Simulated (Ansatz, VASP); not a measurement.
HgTe in VASP and in Ansatz

```xyz
2
Lattice="0.0000 3.2220 3.2220 3.2220 0.0000 3.2220 3.2220 3.2220 0.0000" Properties=species:S:1:pos:R:3 pbc="T T T"
Hg    0.0000    0.0000    0.0000
Te    1.6110    1.6110    1.6110
```

Alike in both runs: task single point; functional r2SCAN; k mesh 6 × 6 × 6; occupations fermi-dirac, width 0.02 eV; no spin polarisation.

```csv
,VASP,Ansatz
version,VASP 6.6.1,Ansatz 0.2.0
potentials or method,"VASP PAW PBE potentials, release 64 (Hg, Te)","plane waves, PAW"
plane-wave cutoff (eV),520,500
valence electrons in the cell,18,36
```

Ansatz gave:

| Property | Result |
| --- | --- |
| pressure (GPa) | 2.8 |

Q: Estimate VASP's values.

A: Pressure (GPa): 2.9.

VASP's potentials were made for PBE, not for r2SCAN. The functional is the same, so the differences come from potentials, cutoffs and numerics. VASP's potentials hold 18 valence electrons a cell and Ansatz's 36, so a difference there can come from the potentials and not from the codes.

Spin-orbit coupling is off throughout.
